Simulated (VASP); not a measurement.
# TaN (Cm) in VASP: further runs

TaN is run at these levels: PBE; tasks: single point.

Everything below comes from runs of VASP 6.6.1. Logs are shortened: lines on timing, memory, paths and dates and some standing lists are left out, and cuts for length are marked.

## (1) The cell of the first run

The structure is monoclinic, space group Cm (No. 8). Conventional cell: a = 5.283 Å, b = 3.050 Å, c = 4.940 Å, α = 90.00°, β = 90.00°, γ = 90.00°. Ta (site symmetry m) has 4 N at 1.57 to 1.97 Å within 2.1 Å. Ta (site symmetry m) has 4 N at 1.85 to 1.95 Å within 2.5 Å. N (site symmetry m) has 4 Ta at 1.85 to 1.95 Å within 2.5 Å. Within 2.1 Å of N (site symmetry m) lie 4 Ta at 1.57 to 1.97 Å.

## (2) Single point, PBE

INCAR reads:

```
  ALGO = Normal
  EDIFF = 1E-6
  ENCUT = 600
  GGA = PE
  GGA_COMPAT = False
  ISIF = 2
  ISMEAR = -1
  LASPH = True
  LCHARG = False
  LREAL = False
  LWAVE = False
  NBANDS = 24
  NELM = 120
  PREC = Accurate
  SIGMA = 0.03
```

KPOINTS reads:

```
k-points
0
Gamma
  7 7 4
```

POSCAR reads:

```
TaN
1.0
    3.0500000000      0.0000000000      0.0000000000
   -1.5250000000      2.6413774815      0.0000000000
    0.0000000000      0.0000000000      4.9400000000
Ta N
2 2
Direct
    0.2833333333      0.6416666667     -0.0086250000
    0.6666666667      0.3333333333      0.5000000000
    0.3333333333      0.6666666667      0.3850000000
    0.7166666667      0.3583333333      0.8936250000
```

Potentials or basis: VASP PAW PBE potentials, release 64 (Ta_pv, N).

Run with:

```console
$ cat potpaw_PBE.64/Ta_pv/POTCAR potpaw_PBE.64/N/POTCAR > POTCAR
$ mpirun -np 1 vasp_std > vasp.out
```

OUTCAR:

```text
EDIFF = 1E-6
   ENCUT = 600
   GGA = PE
   ISIF = 2
   ISMEAR = -1
   LASPH = True
   LREAL = False
   NELM = 120
   PREC = Accurate

 ion  position               nearest neighbor table
   1  0.283  0.642  0.991-   4 1.57   3 1.95   4 1.97   4 1.97   2 2.92   2 2.99   2 3.04   2 3.04
                             2 3.11   2 3.11
   2  0.667  0.333  0.500-   3 1.85   3 1.85   3 1.85   4 1.95   1 2.92   1 2.99   1 3.04   1 3.04
                             1 3.11   1 3.11
   3  0.333  0.667  0.385-   2 1.85   2 1.85   2 1.85   1 1.95
   4  0.717  0.358  0.894-   1 1.57   2 1.95   1 1.97   1 1.97

  LATTYP: Found a hexagonal cell.
 ALAT       =     3.0500000000
 C/A-ratio  =     1.6196721311

  Lattice vectors:

 A1 = (   3.0500000000,   0.0000000000,   0.0000000000)
 A2 = (  -1.5250000000,   2.6413774815,   0.0000000000)
 A3 = (   0.0000000000,   0.0000000000,   4.9400000000)

Analysis of symmetry for initial positions (statically):
=====================================================================
 Subroutine PRICEL returns:
 Original cell was already a primitive cell.

 Routine SETGRP: Setting up the symmetry group for a
 hexagonal supercell.

 Subroutine GETGRP returns: Found  2 space group operations
 (whereof  2 operations were pure point group operations)
 out of a pool of 24 trial point group operations.

The static configuration has the point symmetry C_1h.

Analysis of symmetry for dynamics (positions and initial velocities):
=====================================================================
 Subroutine PRICEL returns:
 Original cell was already a primitive cell.

 Routine SETGRP: Setting up the symmetry group for a
 hexagonal supercell.

 Subroutine GETGRP returns: Found  2 space group operations
 (whereof  2 operations were pure point group operations)
 out of a pool of 24 trial point group operations.

The dynamic configuration has the point symmetry C_1h.

 Subroutine INISYM returns: Found  2 space group operations
 (whereof  2 operations are pure point group operations),
 and found     1 'primitive' translations

----------------------------------------------------------------------------------------

[... 85 lines left out ...]
   NGXF,Y,Z  is equivalent  to a cutoff of  26.16, 26.16, 26.92 a.u.
 SYSTEM =  unknown system
   PREC   = accura    normal or accurate (medium, high low for compatibility)
   ISTART =      0    job   : 0-new  1-cont  2-samecut
   ICHARG =      2    charge: 1-file 2-atom 10-const
   ISPIN  =      1    spin polarized calculation?
   LNONCOLLINEAR =      F non collinear calculations
   LSORBIT =      F    spin-orbit coupling
   LASPH  =      T    aspherical Exc in radial PAW
   ENCUT  =  600.0 eV  44.10 Ry    6.64 a.u.   6.09  6.09  9.87*2*pi/ulx,y,z
   NELM   =    120;   NELMIN=  2; NELMDL= -5     # of ELM steps
   EDIFF  = 0.1E-05   stopping-criterion for ELM
   LREAL  =      F    real-space projection
   EDIFFG = 0.1E-04   stopping-criterion for IOM
   NSW    =      0    number of steps for IOM
   IBRION =     -1    ionic relax: 0-MD 1-quasi-New 2-CG
   NFREE  =      0    steps in history (QN), initial steepest desc. (CG)
   ISIF   =      2    stress and relaxation
   ISYM   =      2    0-nonsym 1-usesym 2-fastsym
   POTIM  = 0.5000    time-step for ionic-motion
   TEBEG  =    0.0;   TEEND  =   0.0 temperature during run
   PSTRESS=    0.0 pullay stress
   NELECT =      32.0000    total number of electrons
   NUPDOWN=      -1.0000    fix difference up-down
   EMIN   =  10.00;   EMAX   =-10.00  energy-range for DOS
   EFERMI =   0.00;   METHOD = LEGACY
   ISMEAR =    -1;   SIGMA  =   0.03  broadening in eV -4-tet -1-fermi 0-gaus
   EFERMI_NEDOS =   21; number of points for ismear=-14 and -15
   IALGO  =     38    algorithm
   IMIX   =      4    mixing-type and parameters
     AMIX     =   0.40;   BMIX     =  1.00
     AMIX_MAG =   1.60;   BMIX_MAG =  1.00
  volume/ion in A,a.u.               =       9.95        67.14
  Fermi-wavevector in a.u.,A,eV,Ry     =   1.522319  2.876766 31.530901  2.317456
  Thomas-Fermi vector in A             =   2.630915
   LORBIT       =      0    0 simple, 1 ext, 2 COOP (PROOUT), +10 PAW based schemes
   GGA     = PE    functional components
   LHFCALC =     F    Hartree Fock is set to
   AEXX    =    0.0000 exact exchange contribution
   IVDW    =     0    specifies the selected vdW correction
   LEPSILON=     F    determine dielectric tensor
   LRPA    =     F    only Hartree local field effects (RPA)
 non-spin polarized calculation
  energy-cutoff  :      600.00
  volume of cell :       39.80
 maximum number of plane-waves:      1348
   NGX = 13   NGY = 13   NGZ = 19

 number of electron      32.0000000 magnetization

 Free energy of the ion-electron system (eV)
  ---------------------------------------------------
  ext. energy  EPLUGINS =         0.00000000
  ---------------------------------------------------
  free energy    TOTEN  =       -35.52237812 eV

  energy without entropy =      -35.51719160  energy(sigma->0) =      -35.51978486

 E-fermi :   9.7449     XC(G=0): -13.5236

 val. band max:        9.7417763702   @ k =  -0.1429  -0.4286   0.5000
 cond. band min:       9.7562737951   @ k =   0.0000   0.1429   0.5000
 fundamental gap:      0.0144974249
 Fermi energy:         9.7449389385

 k-point     1 :       0.0000    0.0000    0.0000
  band No.  band energies     occupation
      1     -26.4645      2.00000
      2     -25.8136      2.00000
      3     -25.2014      2.00000
      4     -25.2011      2.00000
      5     -24.8685      2.00000
      6     -24.7556      2.00000
[... 637 lines left out ...]
     23      17.0884      0.00000
     24      17.7748      0.00000

 [... further k-points ...]
[... 5 lines left out ...]
  --------------------------------------------------------------------------------------
  -------------------------------------------------------------------------------------
  Total       52.5349567     37.5351872     28.1623304     12.9901814      4.3073830      7.4606035
  in kB     2114.9577759   1511.0954885   1133.7620390    522.9600812    173.4070757    300.3497541
  external PRESSURE =    1586.6051011 kB  Pullay stress =       0.0000000 kB

 VOLUME and BASIS-vectors are now :
 -----------------------------------------------------------------------------
  energy-cutoff  :      600.00
  volume of cell :       39.80
      direct lattice vectors                 reciprocal lattice vectors
     3.050000000  0.000000000  0.000000000     0.327868852  0.189295170  0.000000000
    -1.525000000  2.641377482  0.000000000     0.000000000  0.378590340  0.000000000
     0.000000000  0.000000000  4.940000000     0.000000000  0.000000000  0.202429150

 POSITION                                       TOTAL-FORCE (eV/Angst)
 -----------------------------------------------------------------------------------
     -0.11438      1.69488      4.89739        15.339560      8.856299      6.130987
      1.52500      0.88046      2.47000        -0.965738     -0.557569      2.917932
     -0.00000      1.76092      1.90190         0.426334      0.246144     -2.709743
      1.63938      0.94649      4.41451       -14.800156     -8.544874     -6.339175
 -----------------------------------------------------------------------------------
    total drift:                               -0.000152     -0.000087      0.000801

  FREE ENERGIE OF THE ION-ELECTRON SYSTEM (eV)
  ---------------------------------------------------
  free  energy   TOTEN  =       -35.5223781231 eV

  energy  without entropy=      -35.5171916017  energy(sigma->0) =      -35.51978486
```

OSZICAR:

```text
N       E                     dE             d eps       ncg     rms          rms(c)
DAV:   1     0.318926250164E+03    0.31893E+03   -0.19389E+04  2880   0.160E+03
DAV:   2    -0.262730936696E+02   -0.34520E+03   -0.32870E+03  3320   0.466E+02
DAV:   3    -0.429151912050E+02   -0.16642E+02   -0.16344E+02  3712   0.102E+02
DAV:   4    -0.430852679269E+02   -0.17008E+00   -0.16996E+00  3152   0.108E+01
DAV:   5    -0.430868618798E+02   -0.15940E-02   -0.15937E-02  3768   0.939E-01    0.598E+01
DAV:   6    -0.356342779316E+02    0.74526E+01   -0.25088E+01  3464   0.413E+01    0.250E+01
DAV:   7    -0.355698446195E+02    0.64433E-01   -0.12689E+00  3120   0.967E+00    0.139E+01
DAV:   8    -0.355424850255E+02    0.27360E-01   -0.16142E-01  3712   0.545E+00    0.107E+00
DAV:   9    -0.355232767330E+02    0.19208E-01   -0.48478E-02  3632   0.291E+00    0.598E-01
DAV:  10    -0.355224703124E+02    0.80642E-03   -0.68580E-03  3176   0.684E-01    0.250E-01
DAV:  11    -0.355223753696E+02    0.94943E-04   -0.57212E-04  3632   0.202E-01    0.734E-02
DAV:  12    -0.355223778928E+02   -0.25232E-05   -0.54080E-05  3168   0.549E-02    0.170E-02
DAV:  13    -0.355223781231E+02   -0.23032E-06   -0.38395E-06  3424   0.217E-02
   1 F= -.35522378E+02 E0= -.35519785E+02  d E =-.518652E-02
```

stdout:

```text
POSCAR found type information on POSCAR TaN
 POSCAR found :  2 types and       4 ions
 scaLAPACK will be used
 LDA part: xc-table for (Slater+PW92), standard interpolation
 POSCAR, INCAR and KPOINTS ok, starting setup
 FFT: planning ... GRIDC
 FFT: planning ... GRID_SOFT
 FFT: planning ... GRID
 WAVECAR not read
 entering main loop
```

It took 50 s on 1 thread of AMD EPYC 7R43 (Zen 3), shared host; peak memory 0.17 GiB.

Results:

```
Free energy            : -35.5224 eV
Pressure               : 158.7 GPa
Largest force          : 18.744 eV/Å
Band gap on the k mesh : zero (bands 16 and 17 overlap by 2.19 eV)
```

Forces on the atoms (eV/Å):
```
Ta   15.340   8.856   6.131
Ta   -0.966  -0.558   2.918
N     0.426   0.246  -2.710
N   -14.800  -8.545  -6.339
```

Caveat: the cell stands under pressure; spin-orbit coupling is left out, which moves the levels of the heavy elements; forces of over 1 eV/Å act on the atoms, so gaps and moduli don't describe the material at rest.

## (3) Single point, PBE (shortest bond scaled by 0.9)

INCAR reads:

```
ALGO = Normal
EDIFF = 1E-6
ENCUT = 600
GGA = PE
GGA_COMPAT = F
ISIF = 2
ISMEAR = -1
LASPH = T
LCHARG = T
LELF = T
LREAL = F
LVHAR = T
LWAVE = F
NBANDS = 24
NELM = 120
PREC = Accurate
SIGMA = 0.03
```

KPOINTS is that of step 2.

POSCAR reads:

```
TaN
1.0
    3.0500000000      0.0000000000      0.0000000000
   -1.5250000000      2.6413774815      0.0000000000
    0.0000000000      0.0000000000      4.9400000000
Ta N
2 2
Direct
    0.3000000000      0.6500000000     -0.0057500000
    0.6666666667      0.3333333333      0.5000000000
    0.3333333333      0.6666666667      0.3850000000
    0.7000000000      0.3500000000      0.8907500000
```

Potentials or basis: VASP PAW PBE potentials, release 64 (Ta_pv, N).

Run with:

```console
$ cat potpaw_PBE.64/Ta_pv/POTCAR potpaw_PBE.64/N/POTCAR > POTCAR
$ mpirun -np 1 vasp_std > vasp.out
```

Run time: 41 s. Hardware: 1 thread of Intel Xeon Platinum 8259CL at 2.50GHz (Skylake/Cascade Lake), shared host; peak memory 0.2 GiB.

Results (log left out):

```
Free energy            : -36.8121 eV
Pressure               : 147.5 GPa
Largest force          : 10.278 eV/Å
Band gap on the k mesh : zero (bands 16 and 17 overlap by 2.42 eV)
```

Forces in eV/Å, atoms in the order of the input:
```
Ta   8.213  4.742  3.961
Ta  -0.658 -0.380  2.698
N    0.317  0.183 -2.564
N   -7.872 -4.545 -4.096
```

Stress tensor (GPa, compression positive):
```
181.55  29.79  17.20
 29.79 147.15   9.93
 17.20   9.93 113.73
```

Levels at points of the mesh, in eV from the Fermi level:
| k point | band 13 | band 14 | band 15 | band 16 | band 17 | band 18 | band 19 | band 20 |
| --- | --- | --- | --- | --- | --- | --- | --- | --- |
| (0.00, 0.00, 0.00) | -7.76 | -7.60 | -1.07 | -0.47 | -0.44 | 2.40 | 2.54 | 2.79 |
| (0.00, 0.00, 0.50) | -8.36 | -8.22 | 0.59 | 1.04 | 1.17 | 1.74 | 1.83 | 2.15 |

Caveat: the cell differs from its parent crystal (shortest bond scaled by 0.9); the cell stands under pressure; spin-orbit coupling is left out, which moves the levels of the heavy elements; forces of over 1 eV/Å act on the atoms, so gaps and moduli don't describe the material at rest.
